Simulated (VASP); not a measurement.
# BaS (rocksalt type) (Fm-3m) in VASP: notebook, part 2 of 2

VASP 6.6.1. The steps go on from the part before.

### 5 Single point, LDA (15.40 Å³/atom)

This run uses another cell than the first one, of 15.40 Å³/atom.

File INCAR:

```
SYSTEM = BaS
PREC = Accurate
ENCUT = 500
EDIFF = 1E-6
ISMEAR = -1
SIGMA = 0.1
LREAL = .FALSE.
LASPH = .TRUE.
NELM = 120
ALGO = Normal
ISIF = 2
LWAVE = .FALSE.
LCHARG = .FALSE.
NBANDS = 15
GGA_COMPAT = .FALSE.
```

File KPOINTS:

```
regular mesh
0
G
  11 11 11
  0 0 0
```

File POSCAR:

```
BaS
1.0
    0.0000000000      2.4881789435      2.4881789435
    2.4881789435      0.0000000000      2.4881789435
    2.4881789435      2.4881789435      0.0000000000
Ba S
1 1
Direct
    0.0000000000      0.0000000000      0.0000000000
    0.5000000000      0.5000000000      0.5000000000
```

Potentials or basis: VASP PAW LDA potentials, release 64 (Ba_sv, S).

Started as:

```bash
cat potpaw_LDA.64/Ba_sv/POTCAR potpaw_LDA.64/S/POTCAR > POTCAR
mpirun -np 1 vasp_std > vasp.out
```

OUTCAR:

```text
SYSTEM = BaS
   PREC = Accurate
   ENCUT = 500
   EDIFF = 1E-6
   ISMEAR = -1
   LREAL = .FALSE.
   LASPH = .TRUE.
   NELM = 120
   ISIF = 2

 ion  position               nearest neighbor table
   1  0.000  0.000  0.000-   2 2.49   2 2.49   2 2.49   2 2.49   2 2.49   2 2.49
   2  0.500  0.500  0.500-   1 2.49   1 2.49   1 2.49   1 2.49   1 2.49   1 2.49

  LATTYP: Found a face centered cubic cell.
 ALAT       =     4.9763578870

  Lattice vectors:

 A1 = (   0.0000000000,   2.4881789435,   2.4881789435)
 A2 = (   2.4881789435,   0.0000000000,   2.4881789435)
 A3 = (   2.4881789435,   2.4881789435,   0.0000000000)

Analysis of symmetry for initial positions (statically):
=====================================================================
 Subroutine PRICEL returns:
 Original cell was already a primitive cell.

 Routine SETGRP: Setting up the symmetry group for a
 face centered cubic supercell.

 Subroutine GETGRP returns: Found 48 space group operations
 (whereof 48 operations were pure point group operations)
 out of a pool of 48 trial point group operations.

The static configuration has the point symmetry O_h .

Analysis of symmetry for dynamics (positions and initial velocities):
=====================================================================
 Subroutine PRICEL returns:
 Original cell was already a primitive cell.

 Routine SETGRP: Setting up the symmetry group for a
 face centered cubic supercell.

 Subroutine GETGRP returns: Found 48 space group operations
 (whereof 48 operations were pure point group operations)
 out of a pool of 48 trial point group operations.

The dynamic configuration has the point symmetry O_h .

 Subroutine INISYM returns: Found 48 space group operations
 (whereof 48 operations are pure point group operations),
 and found     1 'primitive' translations

----------------------------------------------------------------------------------------

                                     Primitive cell

  volume of cell :      30.8088

[... 119 lines left out ...]
 non-spin polarized calculation
  energy-cutoff  :      500.00
  volume of cell :       30.81
 maximum number of plane-waves:       801
 NGX is ok and might be reduce to    28
   NGX = 13   NGY = 13   NGZ = 13

 number of electron      16.0000002 magnetization

 Free energy of the ion-electron system (eV)
  ---------------------------------------------------
  ext. energy  EPLUGINS =         0.00000000
  ---------------------------------------------------
  free energy    TOTEN  =        -3.05075699 eV

  energy without entropy =       -3.01982033  energy(sigma->0) =       -3.03528866

 E-fermi :   8.9698     XC(G=0): -12.4323

 val. band max:        8.9318482597   @ k =  -0.2727   0.3636   0.0909
 cond. band min:       9.0082527697   @ k =   0.4545   0.4545   0.0000
 fundamental gap:      0.0764045099
 Fermi energy:         8.9698122072

 k-point     1 :       0.0000    0.0000    0.0000
  band No.  band energies     occupation
      1     -18.9306      2.00000
      2      -3.4733      2.00000
      3      -2.5560      2.00000
      4      -2.5560      2.00000
      5      -2.5560      2.00000
      6       7.5266      2.00000
      7       7.5266      2.00000
      8       7.5266      2.00000
      9       9.7387      0.00092
     10       9.7387      0.00092
     11       9.7387      0.00092
     12      11.7818      0.00000
     13      11.7818      0.00000
     14      16.0270      0.00000
[... 401 lines left out ...]
      2      -7.3740      2.00000
      3      -3.9117      2.00000
      4      -2.4112      2.00000
      5       0.7548      2.00000
      6       4.1188      2.00000
      7       4.1456      2.00000
      8       7.5710      2.00000
      9      10.7072      0.00000
     10      11.2976      0.00000
     11      14.2299      0.00000
     12      14.6877      0.00000
     13      18.7056      0.00000
     14      19.2921      0.00000
     15      22.1975      0.00000

 [... further k-points ...]

------------------------ aborting loop because EDIFF is reached ----------------------------------------

  FORCE on cell =-STRESS in cart. coord.  units (eV):
  Direction    XX          YY          ZZ          XY          YZ          ZX
  --------------------------------------------------------------------------------------
  -------------------------------------------------------------------------------------
  Total       26.2977258     26.2977258     26.2977258      0.0000000     -0.0000000     -0.0000000
  in kB     1367.5838006   1367.5838006   1367.5838006      0.0000000     -0.0000000     -0.0000000
  external PRESSURE =    1367.5838006 kB  Pullay stress =       0.0000000 kB

 VOLUME and BASIS-vectors are now :
 -----------------------------------------------------------------------------
  energy-cutoff  :      500.00
  volume of cell :       30.81
      direct lattice vectors                 reciprocal lattice vectors
     0.000000000  2.488178943  2.488178943    -0.200950177  0.200950177  0.200950177
     2.488178943  0.000000000  2.488178943     0.200950177 -0.200950177  0.200950177
     2.488178943  2.488178943  0.000000000     0.200950177  0.200950177 -0.200950177

 POSITION                                       TOTAL-FORCE (eV/Angst)
 -----------------------------------------------------------------------------------
      0.00000      0.00000      0.00000         0.000000     -0.000000     -0.000000
      2.48818      2.48818      2.48818         0.000000      0.000000      0.000000
 -----------------------------------------------------------------------------------
    total drift:                                0.000000      0.000000      0.000000

  FREE ENERGIE OF THE ION-ELECTRON SYSTEM (eV)
  ---------------------------------------------------
  free  energy   TOTEN  =        -3.0507569858 eV

  energy  without entropy=       -3.0198203258  energy(sigma->0) =       -3.03528866
```

Run time: 26 s. Hardware: 1 thread of Intel Xeon Platinum 8375C at 2.90GHz (Ice Lake), shared host; peak memory 0.15 GiB.

What came out:

| Quantity | Value |
| --- | --- |
| Free energy | -3.0508 eV |
| Pressure | 136.8 GPa |
| Band gap on the k mesh | zero (bands 8 and 9 overlap by 1.52 eV) |

Caveat: the cell stands under pressure; spin-orbit coupling is left out, which moves the levels of the heavy elements.

### 6 Single point, LDA (20.95 Å³/atom)

This run uses another cell than the first one, of 20.95 Å³/atom.

File INCAR:

```
SYSTEM = BaS
  PREC = Accurate
  ENCUT = 500
  EDIFF = 1E-6
  ISMEAR = -1
  SIGMA = 0.1
  LREAL = .False.
  LASPH = .True.
  NELM = 120
  ALGO = Normal
  ISIF = 2
  LWAVE = .False.
  LCHARG = .True.
  GGA = CA
  LELF = .True.
  LVHAR = .True.
  NBANDS = 15
  GGA_COMPAT = .False.
```

File KPOINTS:

```
Automatic mesh
0
Gamma
  11 11 11
  0 0 0
```

File POSCAR:

```
BaS
1.0
    0.0000000000      2.7567322057      2.7567322057
    2.7567322057      0.0000000000      2.7567322057
    2.7567322057      2.7567322057      0.0000000000
Ba S
1 1
Direct
    0.0000000000      0.0000000000      0.0000000000
    0.5000000000      0.5000000000      0.5000000000
```

Potentials or basis: VASP PAW LDA potentials, release 64 (Ba_sv, S).

Started as:

```bash
cat potpaw_LDA.64/Ba_sv/POTCAR potpaw_LDA.64/S/POTCAR > POTCAR
mpirun -np 1 vasp_std > vasp.out
```

Wall time 22 s (1 thread of Intel Xeon Platinum 8375C at 2.90GHz (Ice Lake), shared host); peak memory 0.16 GiB.

Results (log left out):

```yaml
Free_energy: -8.9666 eV
Pressure: 48.2 GPa
Band_gap_on_the_k_mesh: zero (bands 8 and 9 overlap by 0.15 eV)
```

Levels at points of the mesh, in eV from the Fermi level:
| k point | band 4 | band 5 | band 6 | band 7 | band 8 | band 9 | band 10 | band 11 | band 12 | band 13 |
| --- | --- | --- | --- | --- | --- | --- | --- | --- | --- | --- |
| (0.00, 0.00, 0.00) | -10.86 | -10.86 | -0.81 | -0.81 | -0.81 | 2.43 | 2.43 | 2.43 | 3.99 | 3.99 |

Caveat: the cell stands under pressure; semilocal functionals underestimate gaps, and a narrow one can read as zero; spin-orbit coupling is left out, which moves the levels of the heavy elements.

### 7 The runs side by side

```csv
cell,gap on the mesh (eV),pressure (GPa)
"a = 3.346 Å, angles 60.0°, 2 atoms",none,207.9
"a = 3.519 Å, angles 60.0°, 2 atoms",none,136.8
"a = 3.899 Å, angles 60.0°, 2 atoms",none,48.2
```

Alike in all rows: task single point; level LDA; potentials or basis VASP PAW LDA potentials, release 64 (Ba_sv, S); no spin polarisation; k mesh 11 × 11 × 11; cutoff (eV) 500; smearing fermi-dirac 0.1 eV.

Caveats: the cell stands under pressure; spin-orbit coupling is left out, which moves the levels of the heavy elements; semilocal functionals underestimate gaps, and a narrow one can read as zero (at least some runs).

Total energies depend on the potentials used, so only differences within one code and one set of settings carry meaning.

The gap in the log of VASP goes by the Fermi energy; the results here count the filled bands.